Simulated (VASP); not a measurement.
# ZnS (F-43m) in VASP: a series of runs

The runs below take ZnS through single point, with PBE.

All numbers are computed with VASP 6.6.1; they aren't measurements. Logs are shortened: lines on timing, memory, paths and dates and some standing lists are left out, and cuts for length are marked.

## 1. The cell of the first run

It takes space group F-43m (No. 216, cubic). Conventional cell: a = 5.445 Å, b = 5.445 Å, c = 5.445 Å, α = 90.00°, β = 90.00°, γ = 90.00°. Zn (site symmetry -43m) has 4 S at 2.36 Å within 3.1 Å. S (site symmetry -43m) has 4 Zn at 2.36 Å within 3.1 Å.

## 2. Single point, PBE (volume scaled by 1.02)

INCAR

```
PREC     = Accurate       # precision mode
ENCUT    = 520            # plane-wave cutoff, eV
EDIFF    = 1E-6           # SCF threshold, eV
ISMEAR   = -1             # smearing method
SIGMA    = 0.01           # smearing width, eV
LREAL    = F              # projectors in reciprocal space
LASPH    = T              # aspherical terms in the spheres
NELM     = 60             # most SCF steps
ALGO     = Normal         # electronic algorithm
ISIF     = 2              # what is computed and relaxed
LWAVE    = F              # write WAVECAR
LCHARG   = T              # write CHGCAR
GGA      = PE             # functional
LELF     = T              # ELF
LVHAR    = T            
NBANDS   = 16             # bands
```

KPOINTS

```
Automatic mesh
0
Gamma
  9 9 9
```

POSCAR

```
ZnS
1.0
    0.0000000000      2.7225621114      2.7225621114
    2.7225621114      0.0000000000      2.7225621114
    2.7225621114      2.7225621114      0.0000000000
Zn S
1 1
Direct
    0.0000000000      0.0000000000      0.0000000000
    0.7500000000      0.7500000000      0.7500000000
```

Potentials or basis: VASP PAW PBE potentials, release 64 (Zn, S).

Launch:

```sh
> cat potpaw_PBE.64/Zn/POTCAR potpaw_PBE.64/S/POTCAR > POTCAR
> mpirun -np 1 vasp_std > vasp.out
```

OUTCAR:

```text
PREC = Accurate
   ENCUT = 520
   EDIFF = 1E-6
   ISMEAR = -1
   LREAL = F
   LASPH = T
   NELM = 60
   ISIF = 2
   GGA = PE

 ion  position               nearest neighbor table
   1  0.000  0.000  0.000-   2 2.36   2 2.36   2 2.36   2 2.36
   2  0.750  0.750  0.750-   1 2.36   1 2.36   1 2.36   1 2.36

  LATTYP: Found a face centered cubic cell.
 ALAT       =     5.4451242228

  Lattice vectors:

 A1 = (   0.0000000000,   2.7225621114,   2.7225621114)
 A2 = (   2.7225621114,   0.0000000000,   2.7225621114)
 A3 = (   2.7225621114,   2.7225621114,   0.0000000000)

Analysis of symmetry for initial positions (statically):
=====================================================================
 Subroutine PRICEL returns:
 Original cell was already a primitive cell.

 Routine SETGRP: Setting up the symmetry group for a
 face centered cubic supercell.

 Subroutine GETGRP returns: Found 24 space group operations
 (whereof 24 operations were pure point group operations)
 out of a pool of 48 trial point group operations.

The static configuration has the point symmetry T_d .

Analysis of symmetry for dynamics (positions and initial velocities):
=====================================================================
 Subroutine PRICEL returns:
 Original cell was already a primitive cell.

 Routine SETGRP: Setting up the symmetry group for a
 face centered cubic supercell.

 Subroutine GETGRP returns: Found 24 space group operations
 (whereof 24 operations were pure point group operations)
 out of a pool of 48 trial point group operations.

The dynamic configuration has the point symmetry T_d .

 Subroutine INISYM returns: Found 24 space group operations
 (whereof 24 operations are pure point group operations),
 and found     1 'primitive' translations

----------------------------------------------------------------------------------------

                                     Primitive cell

  volume of cell :      40.3611

  direct lattice vectors                    reciprocal lattice vectors
[... 66 lines left out ...]
 -0.333333  0.333333  0.000000     12.000000
  0.444444  0.444444  0.000000      6.000000
 [... further k-points ...]
   k-points           NKPTS =     35   k-points in BZ     NKDIM =     35   number of bands    NBANDS=     16
   number of dos      NEDOS =    301   number of ions     NIONS =      2
   total plane-waves  NPLWV =  27000
   dimension x,y,z NGX =    30 NGY =   30 NGZ =   30
   dimension x,y,z NGXF=    60 NGYF=   60 NGZF=   60
   ions per type =               1   1
   NGX,Y,Z   is equivalent  to a cutoff of  12.95, 12.95, 12.95 a.u.
   NGXF,Y,Z  is equivalent  to a cutoff of  25.91, 25.91, 25.91 a.u.
 SYSTEM =  unknown system
   PREC   = accura    normal or accurate (medium, high low for compatibility)
   ISTART =      0    job   : 0-new  1-cont  2-samecut
   ICHARG =      2    charge: 1-file 2-atom 10-const
   ISPIN  =      1    spin polarized calculation?
   LNONCOLLINEAR =      F non collinear calculations
   LSORBIT =      F    spin-orbit coupling
   LASPH  =      T    aspherical Exc in radial PAW
   ENCUT  =  520.0 eV  38.22 Ry    6.18 a.u.   7.16  7.16  7.16*2*pi/ulx,y,z
   NELM   =     60;   NELMIN=  2; NELMDL= -5     # of ELM steps
   EDIFF  = 0.1E-05   stopping-criterion for ELM
   LREAL  =      F    real-space projection
[... 7 lines left out ...]
   TEBEG  =    0.0;   TEEND  =   0.0 temperature during run
   PSTRESS=    0.0 pullay stress
   NELECT =      18.0000    total number of electrons
   NUPDOWN=      -1.0000    fix difference up-down
   EMIN   =  10.00;   EMAX   =-10.00  energy-range for DOS
   EFERMI =   0.00;   METHOD = LEGACY
   ISMEAR =    -1;   SIGMA  =   0.01  broadening in eV -4-tet -1-fermi 0-gaus
   EFERMI_NEDOS =   21; number of points for ismear=-14 and -15
   IALGO  =     38    algorithm
   IMIX   =      4    mixing-type and parameters
     AMIX     =   0.40;   BMIX     =  1.00
     AMIX_MAG =   1.60;   BMIX_MAG =  1.00
  volume/ion in A,a.u.               =      20.18       136.19
  Fermi-wavevector in a.u.,A,eV,Ry     =   1.250771  2.363615 21.285343  1.564429
  Thomas-Fermi vector in A             =   2.384750
   LORBIT       =      0    0 simple, 1 ext, 2 COOP (PROOUT), +10 PAW based schemes
   GGA     = PE    functional components
   LHFCALC =     F    Hartree Fock is set to
   AEXX    =    0.0000 exact exchange contribution
   IVDW    =     0    specifies the selected vdW correction
   LEPSILON=     F    determine dielectric tensor
   LRPA    =     F    only Hartree local field effects (RPA)
 non-spin polarized calculation
  energy-cutoff  :      520.00
  volume of cell :       40.36
 maximum number of plane-waves:      1100
 NGX is ok and might be reduce to    30
   NGX = 15   NGY = 15   NGZ = 15

 number of electron      18.0000008 magnetization

 Free energy of the ion-electron system (eV)
  ---------------------------------------------------
  ext. energy  EPLUGINS =         0.00000000
  ---------------------------------------------------
  free energy    TOTEN  =        -6.85257389 eV

  energy without entropy =       -6.85257389  energy(sigma->0) =       -6.85257389

 E-fermi :   2.1333     XC(G=0):  -9.5237

 val. band max:        1.8976762902   @ k =   0.0000   0.0000   0.0000
 cond. band min:       3.9124777679   @ k =   0.0000   0.0000   0.0000
 fundamental gap:      2.0148014777
 Fermi energy:         2.1332933602

 k-point     1 :       0.0000    0.0000    0.0000
  band No.  band energies     occupation
      1     -11.0867      2.00000
      2      -4.3540      2.00000
      3      -4.3540      2.00000
      4      -4.3540      2.00000
      5      -3.8825      2.00000
      6      -3.8825      2.00000
[... 433 lines left out ...]
      3      -4.0420      2.00000
      4      -4.0420      2.00000
      5      -3.8138      2.00000
      6      -3.7296      2.00000
[... 8 lines left out ...]
     15      15.4862      0.00000
     16      16.8315      0.00000

 [... further k-points ...]
[... 5 lines left out ...]
  --------------------------------------------------------------------------------------
  -------------------------------------------------------------------------------------
  Total        0.0218680      0.0218680      0.0218680      0.0000000      0.0000000      0.0000000
  in kB        0.8680731      0.8680731      0.8680731      0.0000000      0.0000000      0.0000000
  external PRESSURE =       0.8680731 kB  Pullay stress =       0.0000000 kB

 VOLUME and BASIS-vectors are now :
 -----------------------------------------------------------------------------
  energy-cutoff  :      520.00
  volume of cell :       40.36
      direct lattice vectors                 reciprocal lattice vectors
     0.000000000  2.722562111  2.722562111    -0.183650539  0.183650539  0.183650539
     2.722562111  0.000000000  2.722562111     0.183650539 -0.183650539  0.183650539
     2.722562111  2.722562111  0.000000000     0.183650539  0.183650539 -0.183650539

 POSITION                                       TOTAL-FORCE (eV/Angst)
 -----------------------------------------------------------------------------------
      0.00000      0.00000      0.00000        -0.000000     -0.000000     -0.000000
      4.08384      4.08384      4.08384         0.000000      0.000000      0.000000
 -----------------------------------------------------------------------------------
    total drift:                                0.000000      0.000000      0.000000

  FREE ENERGIE OF THE ION-ELECTRON SYSTEM (eV)
  ---------------------------------------------------
  free  energy   TOTEN  =        -6.8525738867 eV

  energy  without entropy=       -6.8525738867  energy(sigma->0) =       -6.85257389
```

It took 13 s on 1 thread of Intel Xeon 6975P-C, shared host; peak memory 0.18 GiB.

What came out:

- Free energy: -6.8526 eV
- Pressure: 0.1 GPa
- Band gap on the k mesh: 2.01 eV, direct

## 3. Single point, PBE (volume scaled by 1.06)

INCAR

```
PREC     = Accurate       # precision mode
ENCUT    = 520            # plane-wave cutoff, eV
EDIFF    = 1E-7           # SCF threshold, eV
ISMEAR   = -1             # smearing method
SIGMA    = 0.01           # smearing width, eV
LREAL    = False          # projectors in reciprocal space
LASPH    = True           # aspherical terms in the spheres
NELM     = 60             # most SCF steps
ALGO     = Normal         # electronic algorithm
ISIF     = 2              # what is computed and relaxed
LWAVE    = False          # write WAVECAR
LCHARG   = False          # write CHGCAR
GGA      = PE             # functional
NBANDS   = 16             # bands
```

KPOINTS is that of step 2.

POSCAR

```
ZnS
1.0
    0.0000000000      2.7576958202      2.7576958202
    2.7576958202      0.0000000000      2.7576958202
    2.7576958202      2.7576958202      0.0000000000
Zn S
1 1
Direct
    0.0000000000      0.0000000000      0.0000000000
    0.7500000000      0.7500000000      0.7500000000
```

Potentials or basis: VASP PAW PBE potentials, release 64 (Zn, S).

Launch:

```sh
> cat potpaw_PBE.64/Zn/POTCAR potpaw_PBE.64/S/POTCAR > POTCAR
> mpirun -np 1 vasp_std > vasp.out
```

Wall time 17 s (1 thread of Intel Xeon 6975P-C, shared host); peak memory 0.17 GiB.

The run converged. Its results:

| Property | Result |
| --- | --- |
| Free energy | -6.8411 eV |
| Pressure | -2.4 GPa |
| Band gap on the k mesh | 1.85 eV, direct |

Levels at points of the mesh, in eV from the valence-band top:
```csv
k point,band 7,band 8,band 9,band 10,band 11,band 12
"(0.00, 0.00, 0.00)",0.00,0.00,0.00,1.85,6.43,6.43
```
